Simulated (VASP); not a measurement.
# Rh (Fm-3m) in VASP: notebook

Rh is run at these levels: LDA; tasks: electric field gradients.

Everything below comes from runs of VASP 6.6.1. Logs are shortened: lines on timing, memory, paths and dates and some standing lists are left out, and cuts for length are marked.

### 1 The cell of the first run

Symmetry: Fm-3m, No. 225, cubic system. Conventional cell: a = 3.828 Å, b = 3.828 Å, c = 3.828 Å, α = 90.00°, β = 90.00°, γ = 90.00°. Rh (site symmetry m-3m) has 12 Rh at 2.71 Å within 3.6 Å.

### 2 Electric field gradients, LDA (14.03 Å³/atom)

INCAR

```
SYSTEM = Rh
PREC = Accurate
ENCUT = 520
EDIFF = 1E-8
ISMEAR = -1
SIGMA = 0.03
LREAL = .FALSE.
LASPH = .TRUE.
NELM = 100
ALGO = Normal
ISIF = 2
LWAVE = .FALSE.
LCHARG = .FALSE.
GGA = CA
LEFG = .TRUE.
NBANDS = 14
```

KPOINTS

```
Automatic mesh
0
G
  16 16 16
  0 0 0
```

POSCAR

```
Rh
1.0
    0.0000000000      1.9141434134      1.9141434134
    1.9141434134      0.0000000000      1.9141434134
    1.9141434134      1.9141434134      0.0000000000
Rh
1
Direct
    0.0000000000      0.0000000000      0.0000000000
```

Potentials or basis: VASP PAW LDA potentials, release 64 (Rh_pv).

On the command line:

```console
$ cat potpaw_LDA.64/Rh_pv/POTCAR > POTCAR
$ mpirun -np 1 vasp_std > vasp.out
```

OUTCAR:

```text
SYSTEM = Rh
   PREC = Accurate
   ENCUT = 520
   EDIFF = 1E-8
   ISMEAR = -1
   LREAL = .FALSE.
   LASPH = .TRUE.
   NELM = 100
   ISIF = 2
   GGA = CA

 ion  position               nearest neighbor table
   1  0.000  0.000  0.000-

  LATTYP: Found a face centered cubic cell.
 ALAT       =     3.8282868268

  Lattice vectors:

 A1 = (   0.0000000000,   1.9141434134,   1.9141434134)
 A2 = (   1.9141434134,   0.0000000000,   1.9141434134)
 A3 = (   1.9141434134,   1.9141434134,   0.0000000000)

Analysis of symmetry for initial positions (statically):
=====================================================================
 Subroutine PRICEL returns:
 Original cell was already a primitive cell.

 Routine SETGRP: Setting up the symmetry group for a
 face centered cubic supercell.

 Subroutine GETGRP returns: Found 48 space group operations
 (whereof 48 operations were pure point group operations)
 out of a pool of 48 trial point group operations.

The static configuration has the point symmetry O_h .

Analysis of symmetry for dynamics (positions and initial velocities):
=====================================================================
 Subroutine PRICEL returns:
 Original cell was already a primitive cell.

 Routine SETGRP: Setting up the symmetry group for a
 face centered cubic supercell.

 Subroutine GETGRP returns: Found 48 space group operations
 (whereof 48 operations were pure point group operations)
 out of a pool of 48 trial point group operations.

The dynamic configuration has the point symmetry O_h .

 Subroutine INISYM returns: Found 48 space group operations
 (whereof 48 operations are pure point group operations),
 and found     1 'primitive' translations

----------------------------------------------------------------------------------------

                                     Primitive cell

  volume of cell :      14.0266

  direct lattice vectors                    reciprocal lattice vectors
     0.000000000  1.914143413  1.914143413    -0.261213447  0.261213447  0.261213447
     1.914143413  0.000000000  1.914143413     0.261213447 -0.261213447  0.261213447
     1.914143413  1.914143413  0.000000000     0.261213447  0.261213447 -0.261213447

  length of vectors
     2.707007576  2.707007576  2.707007576     0.452434963  0.452434963  0.452434963

  position of ions in fractional coordinates (direct lattice)
     0.000000000  0.000000000  0.000000000

  ion indices of the primitive-cell ions
   primitive index   ion index
                 1           1

----------------------------------------------------------------------------------------

 KPOINTS: Automatic mesh

Automatic generation of k-mesh.
 Grid dimensions read from file:
 generate k-points for:   16   16   16

 Generating k-lattice:

  Cartesian coordinates                     Fractional coordinates (reciprocal lattice)
    -0.016325840  0.016325840  0.016325840     0.062500000  0.000000000  0.000000000
     0.016325840 -0.016325840  0.016325840     0.000000000  0.062500000  0.000000000
     0.016325840  0.016325840 -0.016325840     0.000000000  0.000000000  0.062500000

  Length of vectors
     0.028277185  0.028277185  0.028277185

  Shift w.r.t. Gamma in fractional coordinates (k-lattice)
     0.000000000  0.000000000  0.000000000

 Subroutine IBZKPT returns following result:
 ===========================================

 Found    145 irreducible k-points:

 Following reciprocal coordinates:
            Coordinates               Weight
  0.000000  0.000000  0.000000      1.000000
  0.062500  0.000000  0.000000      8.000000
  0.125000  0.000000  0.000000      8.000000
  0.187500  0.000000  0.000000      8.000000
  0.250000  0.000000  0.000000      8.000000
  0.312500  0.000000  0.000000      8.000000
[... 16 lines left out ...]
 -0.125000  0.062500  0.000000     24.000000
 -0.062500  0.062500  0.000000     12.000000
 [... further k-points ...]
   k-points           NKPTS =    145   k-points in BZ     NKDIM =    145   number of bands    NBANDS=     14
   number of dos      NEDOS =    301   number of ions     NIONS =      1
   total plane-waves  NPLWV =   8000
   dimension x,y,z NGX =    20 NGY =   20 NGZ =   20
   dimension x,y,z NGXF=    40 NGYF=   40 NGZF=   40
   ions per type =               1
   NGX,Y,Z   is equivalent  to a cutoff of  12.28, 12.28, 12.28 a.u.
   NGXF,Y,Z  is equivalent  to a cutoff of  24.57, 24.57, 24.57 a.u.
 SYSTEM =  Rh
   PREC   = accura    normal or accurate (medium, high low for compatibility)
   ISTART =      0    job   : 0-new  1-cont  2-samecut
   ICHARG =      2    charge: 1-file 2-atom 10-const
   ISPIN  =      1    spin polarized calculation?
   LNONCOLLINEAR =      F non collinear calculations
   LSORBIT =      F    spin-orbit coupling
   LASPH  =      T    aspherical Exc in radial PAW
   ENCUT  =  520.0 eV  38.22 Ry    6.18 a.u.   5.03  5.03  5.03*2*pi/ulx,y,z
   NELM   =    100;   NELMIN=  2; NELMDL= -5     # of ELM steps
   EDIFF  = 0.1E-07   stopping-criterion for ELM
   LREAL  =      F    real-space projection
   EDIFFG = 0.1E-06   stopping-criterion for IOM
   NSW    =      0    number of steps for IOM
   IBRION =     -1    ionic relax: 0-MD 1-quasi-New 2-CG
   NFREE  =      0    steps in history (QN), initial steepest desc. (CG)
   ISIF   =      2    stress and relaxation
   ISYM   =      2    0-nonsym 1-usesym 2-fastsym
   POTIM  = 0.5000    time-step for ionic-motion
   TEBEG  =    0.0;   TEEND  =   0.0 temperature during run
   PSTRESS=    0.0 pullay stress
   NELECT =      15.0000    total number of electrons
   NUPDOWN=      -1.0000    fix difference up-down
   EMIN   =  10.00;   EMAX   =-10.00  energy-range for DOS
   EFERMI =   0.00;   METHOD = LEGACY
   ISMEAR =    -1;   SIGMA  =   0.03  broadening in eV -4-tet -1-fermi 0-gaus
   EFERMI_NEDOS =   21; number of points for ismear=-14 and -15
   IALGO  =     38    algorithm
   IMIX   =      4    mixing-type and parameters
     AMIX     =   0.40;   BMIX     =  1.00
     AMIX_MAG =   1.60;   BMIX_MAG =  1.00
  volume/ion in A,a.u.               =      14.03        94.66
  Fermi-wavevector in a.u.,A,eV,Ry     =   1.674123  3.163634 38.132897  2.802689
  Thomas-Fermi vector in A             =   2.758974
   LORBIT       =      0    0 simple, 1 ext, 2 COOP (PROOUT), +10 PAW based schemes
   GGA     = CA    functional components
   LHFCALC =     F    Hartree Fock is set to
   AEXX    =    0.0000 exact exchange contribution
   IVDW    =     0    specifies the selected vdW correction
   LEPSILON=     F    determine dielectric tensor
   LRPA    =     F    only Hartree local field effects (RPA)
 non-spin polarized calculation
  energy-cutoff  :      520.00
  volume of cell :       14.03
 maximum number of plane-waves:       391
   NGX =  9   NGY =  9   NGZ =  9

 number of electron      15.0000004 magnetization

 Free energy of the ion-electron system (eV)
  ---------------------------------------------------
  ext. energy  EPLUGINS =         0.00000000
  ---------------------------------------------------
  free energy    TOTEN  =        -8.64648681 eV

  energy without entropy =       -8.64184877  energy(sigma->0) =       -8.64416779

 E-fermi :  11.3302     XC(G=0): -14.2244

 val. band max:       11.3298771482   @ k =   0.3125   0.2500   0.0000
 cond. band min:      11.3366332559   @ k =  -0.1875   0.1250   0.0000
 fundamental gap:      0.0067561077
 Fermi energy:        11.3301510597

 k-point     1 :       0.0000    0.0000    0.0000
  band No.  band energies     occupation
      1     -34.7875      2.00000
      2     -34.7875      2.00000
      3     -34.7875      2.00000
      4       3.4588      2.00000
      5       8.3270      2.00000
      6       8.3270      2.00000
      7       8.3270      2.00000
      8      10.3884      2.00000
      9      10.3884      2.00000
     10      27.3062      0.00000
     11      31.7476      0.00000
     12      32.5967      0.00000
     13      32.5967      0.00000
     14      32.5967      0.00000
[... 375 lines left out ...]
 k-point    24 :      -0.0625    0.0625    0.0000
  band No.  band energies     occupation
      1     -34.8533      2.00000
      2     -34.8075      2.00000
      3     -34.7927      2.00000
      4       3.8641      2.00000
      5       8.1333      2.00000
      6       8.4697      2.00000
      7       8.5162      2.00000
      8      10.2067      2.00000
      9      10.4132      2.00000
     10      27.8695      0.00000
     11      30.9451      0.00000
     12      31.7488      0.00000
     13      32.6254      0.00000
     14      33.4390      0.00000

 [... further k-points ...]

------------------------ aborting loop because EDIFF is reached ----------------------------------------

  FORCE on cell =-STRESS in cart. coord.  units (eV):
  Direction    XX          YY          ZZ          XY          YZ          ZX
  --------------------------------------------------------------------------------------
  -------------------------------------------------------------------------------------
  Total       -1.3405045     -1.3405045     -1.3405045     -0.0000000     -0.0000000     -0.0000000
  in kB     -153.1177117   -153.1177117   -153.1177117     -0.0000000     -0.0000000     -0.0000000
  external PRESSURE =    -153.1177117 kB  Pullay stress =       0.0000000 kB

 VOLUME and BASIS-vectors are now :
 -----------------------------------------------------------------------------
  energy-cutoff  :      520.00
  volume of cell :       14.03
      direct lattice vectors                 reciprocal lattice vectors
     0.000000000  1.914143413  1.914143413    -0.261213447  0.261213447  0.261213447
     1.914143413  0.000000000  1.914143413     0.261213447 -0.261213447  0.261213447
     1.914143413  1.914143413  0.000000000     0.261213447  0.261213447 -0.261213447

 POSITION                                       TOTAL-FORCE (eV/Angst)
 -----------------------------------------------------------------------------------
      0.00000      0.00000      0.00000         0.000000      0.000000      0.000000
 -----------------------------------------------------------------------------------
    total drift:                               -0.000000     -0.000000     -0.000000

  FREE ENERGIE OF THE ION-ELECTRON SYSTEM (eV)
  ---------------------------------------------------
  free  energy   TOTEN  =        -8.6464868091 eV

  energy  without entropy=       -8.6418487749  energy(sigma->0) =       -8.64416779

 Electric field gradients (V/A^2)
---------------------------------------------------------------------
 ion       V_xx      V_yy      V_zz      V_xy      V_xz      V_yz
---------------------------------------------------------------------
   1      -0.000     0.000     0.000     0.000     0.000     0.000
---------------------------------------------------------------------

 Electric field gradients after diagonalization (V/A^2)
 (convention: |V_zz| > |V_xx| > |V_yy|)
----------------------------------------------------------------------
 ion       V_xx      V_yy      V_zz     asymmetry (V_yy - V_xx)/ V_zz
----------------------------------------------------------------------
   1      -0.000    -0.000     0.000       0.000
----------------------------------------------------------------------

           NMR quadrupolar parameters

 Cq : quadrupolar parameter    Cq=e*Q*V_zz/h
 eta: asymmetry parameters     (V_yy - V_xx)/ V_zz
 Q  : nuclear electric quadrupole moment in mb (millibarn)
----------------------------------------------------------------------
 ion       Cq(MHz)       eta       Q (mb)
----------------------------------------------------------------------
   1       0.000       0.000       1.000
----------------------------------------------------------------------
```

It took 43 s on 1 thread of AMD EPYC 7R13, shared host; peak memory 0.11 GiB.

Results:

| Property | Result |
| --- | --- |
| Free energy | -8.6465 eV |
| Pressure | -15.3 GPa |
| Band gap on the k mesh | zero (an odd number of electrons rules out a gap without spin polarisation) |
| Largest electric field gradient by atom | zero within the noise of the run |

Levels at points of the mesh, in eV from the Fermi level:
| k point | band 5 | band 6 | band 7 | band 8 | band 9 | band 10 |
| --- | --- | --- | --- | --- | --- | --- |
| (0.00, 0.00, 0.00) | -3.00 | -3.00 | -3.00 | -0.94 | -0.94 | 15.98 |
| (0.50, 0.00, 0.00) | -3.06 | -3.06 | 0.57 | 0.57 | 0.73 | 8.39 |
| (0.50, 0.50, 0.00) | -5.80 | 0.56 | 0.97 | 0.97 | 3.19 | 12.00 |

Caveat: the cell stands under tension.

### 3 Electric field gradients, LDA (14.30 Å³/atom)

This run uses another cell than the first one, of 14.30 Å³/atom.

INCAR

```
SYSTEM = Rh
PREC = Accurate
ENCUT = 520
EDIFF = 1E-8
ISMEAR = -1
SIGMA = 0.03
LREAL = .False.
LASPH = .True.
NELM = 60
ALGO = Normal
ISIF = 2
LWAVE = .False.
LCHARG = .False.
GGA = CA
LEFG = .True.
NBANDS = 14
```

KPOINTS

```
Automatic mesh
0
Gamma
  16 16 16
  0 0 0
```

POSCAR

```
Rh
1.0
    0.0000000000      1.9265732643      1.9265732643
    1.9265732643      0.0000000000      1.9265732643
    1.9265732643      1.9265732643      0.0000000000
Rh
1
Direct
    0.0000000000      0.0000000000      0.0000000000
```

Potentials or basis: VASP PAW LDA potentials, release 64 (Rh_pv).

On the command line:

```console
$ cat potpaw_LDA.64/Rh_pv/POTCAR > POTCAR
$ mpirun -np 1 vasp_std > vasp.out
```

OUTCAR:

```text
SYSTEM = Rh
   PREC = Accurate
   ENCUT = 520
   EDIFF = 1E-8
   ISMEAR = -1
   LREAL = .False.
   LASPH = .True.
   NELM = 60
   ISIF = 2
   GGA = CA

 ion  position               nearest neighbor table
   1  0.000  0.000  0.000-

  LATTYP: Found a face centered cubic cell.
 ALAT       =     3.8531465286

  Lattice vectors:

 A1 = (   0.0000000000,   1.9265732643,   1.9265732643)
 A2 = (   1.9265732643,   0.0000000000,   1.9265732643)
 A3 = (   1.9265732643,   1.9265732643,   0.0000000000)

Analysis of symmetry for initial positions (statically):
=====================================================================
 Subroutine PRICEL returns:
 Original cell was already a primitive cell.

 Routine SETGRP: Setting up the symmetry group for a
 face centered cubic supercell.

 Subroutine GETGRP returns: Found 48 space group operations
 (whereof 48 operations were pure point group operations)
 out of a pool of 48 trial point group operations.

The static configuration has the point symmetry O_h .

Analysis of symmetry for dynamics (positions and initial velocities):
=====================================================================
 Subroutine PRICEL returns:
 Original cell was already a primitive cell.

 Routine SETGRP: Setting up the symmetry group for a
 face centered cubic supercell.

 Subroutine GETGRP returns: Found 48 space group operations
 (whereof 48 operations were pure point group operations)
 out of a pool of 48 trial point group operations.

The dynamic configuration has the point symmetry O_h .
[... 161 lines left out ...]
      9      10.0659      2.00000
     10      26.9672      0.00000
     11      31.4496      0.00000
     12      32.1475      0.00000
     13      32.1475      0.00000
     14      32.1475      0.00000
[... 377 lines left out ...]
      1     -35.1658      2.00000
      2     -35.1231      2.00000
      3     -35.1093      2.00000
      4       3.6491      2.00000
      5       7.8793      2.00000
      6       8.2054      2.00000
      7       8.2503      2.00000
      8       9.8911      2.00000
      9      10.0906      2.00000
     10      27.5072      0.00000
     11      30.5006      0.00000
     12      31.4517      0.00000
     13      32.1519      0.00000
     14      32.9716      0.00000

 [... further k-points ...]

------------------------ aborting loop because EDIFF is reached ----------------------------------------

  FORCE on cell =-STRESS in cart. coord.  units (eV):
  Direction    XX          YY          ZZ          XY          YZ          ZX
  --------------------------------------------------------------------------------------
  -------------------------------------------------------------------------------------
  Total       -1.7519266     -1.7519266     -1.7519266      0.0000000     -0.0000000      0.0000000
  in kB     -196.2636622   -196.2636622   -196.2636622      0.0000000     -0.0000000      0.0000000
  external PRESSURE =    -196.2636622 kB  Pullay stress =       0.0000000 kB

 VOLUME and BASIS-vectors are now :
 -----------------------------------------------------------------------------
  energy-cutoff  :      520.00
  volume of cell :       14.30
      direct lattice vectors                 reciprocal lattice vectors
     0.000000000  1.926573264  1.926573264    -0.259528153  0.259528153  0.259528153
     1.926573264  0.000000000  1.926573264     0.259528153 -0.259528153  0.259528153
     1.926573264  1.926573264  0.000000000     0.259528153  0.259528153 -0.259528153

 POSITION                                       TOTAL-FORCE (eV/Angst)
 -----------------------------------------------------------------------------------
      0.00000      0.00000      0.00000         0.000000      0.000000     -0.000000
 -----------------------------------------------------------------------------------
    total drift:                               -0.000000     -0.000000     -0.000000

  FREE ENERGIE OF THE ION-ELECTRON SYSTEM (eV)
  ---------------------------------------------------
  free  energy   TOTEN  =        -8.6165993857 eV

  energy  without entropy=       -8.6118293778  energy(sigma->0) =       -8.61421438

 Electric field gradients (V/A^2)
---------------------------------------------------------------------
 ion       V_xx      V_yy      V_zz      V_xy      V_xz      V_yz
---------------------------------------------------------------------
   1       0.000     0.000    -0.000    -0.000    -0.000    -0.000
---------------------------------------------------------------------

 Electric field gradients after diagonalization (V/A^2)
 (convention: |V_zz| > |V_xx| > |V_yy|)
----------------------------------------------------------------------
 ion       V_xx      V_yy      V_zz     asymmetry (V_yy - V_xx)/ V_zz
----------------------------------------------------------------------
   1       0.000     0.000    -0.000       0.000
----------------------------------------------------------------------

           NMR quadrupolar parameters

 Cq : quadrupolar parameter    Cq=e*Q*V_zz/h
 eta: asymmetry parameters     (V_yy - V_xx)/ V_zz
 Q  : nuclear electric quadrupole moment in mb (millibarn)
----------------------------------------------------------------------
 ion       Cq(MHz)       eta       Q (mb)
----------------------------------------------------------------------
   1      -0.000       0.000       1.000
----------------------------------------------------------------------
```

stdout:

```text
POSCAR found type information on POSCAR Rh
 POSCAR found :  1 types and       1 ions
 scaLAPACK will be used
 LDA part: xc-table for (Slater(with rela. corr.)+CA(PZ))
 , standard interpolation
 POSCAR, INCAR and KPOINTS ok, starting setup
 FFT: planning ... GRIDC
 FFT: planning ... GRID_SOFT
 FFT: planning ... GRID
 WAVECAR not read
 entering main loop
ion   1
```

Wall time 42 s (1 thread of AMD EPYC 7R13, shared host); peak memory 0.11 GiB.

Results:

| Quantity | Value |
| --- | --- |
| Free energy | -8.6166 eV |
| Pressure | -19.6 GPa |
| Band gap on the k mesh | zero (an odd number of electrons rules out a gap without spin polarisation) |
| Largest electric field gradient by atom | zero within the noise of the run |

Levels at points of the mesh, in eV from the Fermi level:
| k point | band 3 | band 4 | band 5 | band 6 | band 7 | band 8 | band 9 | band 10 | band 11 | band 12 |
| --- | --- | --- | --- | --- | --- | --- | --- | --- | --- | --- |
| (0.00, 0.00, 0.00) | -46.08 | -7.73 | -2.91 | -2.91 | -2.91 | -0.91 | -0.91 | 15.99 | 20.47 | 21.17 |
| (0.50, 0.00, 0.00) | -46.18 | -5.84 | -2.97 | -2.97 | 0.55 | 0.55 | 0.75 | 8.20 | 15.49 | 20.47 |
| (0.50, 0.50, 0.00) | -46.32 | -5.96 | -5.63 | 0.54 | 0.93 | 0.93 | 3.17 | 11.75 | 12.99 | 12.99 |

Caveat: the cell stands under tension.

(Continued in part 2 of 2.)
